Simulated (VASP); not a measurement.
## MgI2: band structure with TB-mBJ

MgI2:

```
I Mg
1.0
     4.14000    0.00000    0.00000
    -2.07000    3.58535    0.00000
     0.00000    0.00000    6.88000
I Mg
2 1
Cartesian
  2.0700 1.1951 5.1600
  0.0000 2.3902 1.7200
  0.0000 0.0000 0.0000
```

```yaml
Program: VASP 6.6.1
Task: band structure
Functional: TB-mBJ
Potentials_or_basis: VASP PAW PBE potentials, release 64 (I, Mg)
Cutoff: 500 eV
k_mesh: 8 × 8 × 4
Occupations: gaussian, width 0.03 eV
Spin: no spin polarisation
Tolerance_level: standard
Purpose: bands
Route: KPOINTS_OPT
Further_INCAR_settings: ALGO = Normal; EDIFF = 1e-07; NBANDS = 31
```

| Item | Value |
| --- | --- |
| Band gap on the k mesh | 4.44 eV (least direct gap 4.87 eV) |
| Band gap along the path | 4.42 eV (least direct gap 4.87 eV) |

Levels at the corners of the path, in eV from the valence-band top:
| point | band 4 | band 5 | band 6 | band 7 | band 8 | band 9 | band 10 | band 11 | band 12 | band 13 |
| --- | --- | --- | --- | --- | --- | --- | --- | --- | --- | --- |
| Γ | -0.35 | -0.35 | -0.01 | 0.00 | 0.00 | 4.87 | 5.76 | 7.51 | 7.51 | 8.00 |
| M | -2.51 | -1.73 | -1.18 | -0.82 | -0.39 | 4.55 | 6.15 | 6.16 | 7.55 | 8.42 |
| M | -2.51 | -1.73 | -1.18 | -0.82 | -0.39 | 4.55 | 6.15 | 6.16 | 7.55 | 8.42 |
| K | -2.07 | -2.07 | -1.72 | -1.16 | -1.16 | 4.69 | 7.83 | 7.83 | 8.49 | 8.92 |
| K | -2.07 | -2.07 | -1.72 | -1.16 | -1.16 | 4.69 | 7.83 | 7.83 | 8.49 | 8.92 |
| Γ | -0.35 | -0.35 | -0.01 | 0.00 | 0.00 | 4.87 | 5.76 | 7.51 | 7.51 | 8.00 |
| Γ | -0.35 | -0.35 | -0.01 | 0.00 | 0.00 | 4.87 | 5.76 | 7.51 | 7.51 | 8.00 |
| A | -1.36 | -0.24 | -0.24 | -0.11 | -0.11 | 5.71 | 5.89 | 7.30 | 7.30 | 8.38 |
| A | -1.36 | -0.24 | -0.24 | -0.11 | -0.11 | 5.71 | 5.89 | 7.30 | 7.30 | 8.38 |
| L | -2.90 | -1.00 | -1.00 | -0.76 | -0.63 | 4.45 | 6.01 | 6.32 | 6.71 | 8.36 |
| L | -2.90 | -1.00 | -1.00 | -0.76 | -0.63 | 4.45 | 6.01 | 6.32 | 6.71 | 8.36 |
| H | -2.47 | -2.47 | -2.02 | -0.51 | -0.51 | 5.55 | 6.41 | 6.41 | 8.10 | 9.18 |
| H | -2.47 | -2.47 | -2.02 | -0.51 | -0.51 | 5.55 | 6.41 | 6.41 | 8.10 | 9.18 |
| A | -1.36 | -0.24 | -0.24 | -0.11 | -0.11 | 5.71 | 5.89 | 7.30 | 7.30 | 8.38 |
| L | -2.90 | -1.00 | -1.00 | -0.76 | -0.63 | 4.45 | 6.01 | 6.32 | 6.71 | 8.36 |
| M | -2.51 | -1.73 | -1.18 | -0.82 | -0.39 | 4.55 | 6.15 | 6.16 | 7.55 | 8.42 |
| K | -2.07 | -2.07 | -1.72 | -1.16 | -1.16 | 4.69 | 7.83 | 7.83 | 8.49 | 8.92 |
| H | -2.47 | -2.47 | -2.02 | -0.51 | -0.51 | 5.55 | 6.41 | 6.41 | 8.10 | 9.18 |

Run time: 6.9 min on 1 thread of Intel(R) Xeon(R) 6975P-C (Granite Rapids), on a shared host, peak memory 0.3 GiB.

Caveat: spin-orbit coupling is left out, which moves the levels of the heavy elements.
